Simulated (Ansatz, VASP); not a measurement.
**MoS2 in VASP and in Ansatz**

```
Mo S
1.0
     1.53990    0.85795    5.79705
    -1.53990    0.85795    5.79705
     0.00000   -1.71589    5.79705
Mo S
1 2
Direct
  0.00000 0.00000 0.00000
  0.75923 0.75923 0.75923
  0.24077 0.24077 0.24077
```

Change from the starting cell: mode 7 frozen in at +0.000 Å, normal strain along y -0.0350.

Alike in both runs: task single point; functional PBEsol; dispersion D3(BJ); k mesh 15 × 15 × 15; occupations gaussian, width 0.15 eV; no spin polarisation.

|  | VASP | Ansatz |
| --- | --- | --- |
| version | VASP 6.6.1 | Ansatz 0.2.0 |
| potentials or method | VASP PAW PBE potentials, release 64 (Mo_sv, S), cutoff 520 eV | scalar-relativistic, plane waves, PAW |
| valence electrons in the cell | 26 | 26 |

```tsv
	VASP	Ansatz	Ansatz less VASP
gap on the k mesh at the Fermi level (eV)	none	none	-
pressure (GPa)	6.5	6.4	-0.04
traceless stress, the component that is largest in VASP (GPa)	6.02	6.03	+0.008
rms of the force components (eV/Å)	0.228	0.231	+0.0029
```

VASP's potentials were made for PBE, not for PBEsol, and Ansatz warns of the same on its side. Atom by atom the forces differ by 0.003 eV/Å (rms over components). A gap of «none» marks a metal or a gap that the smearing closes.
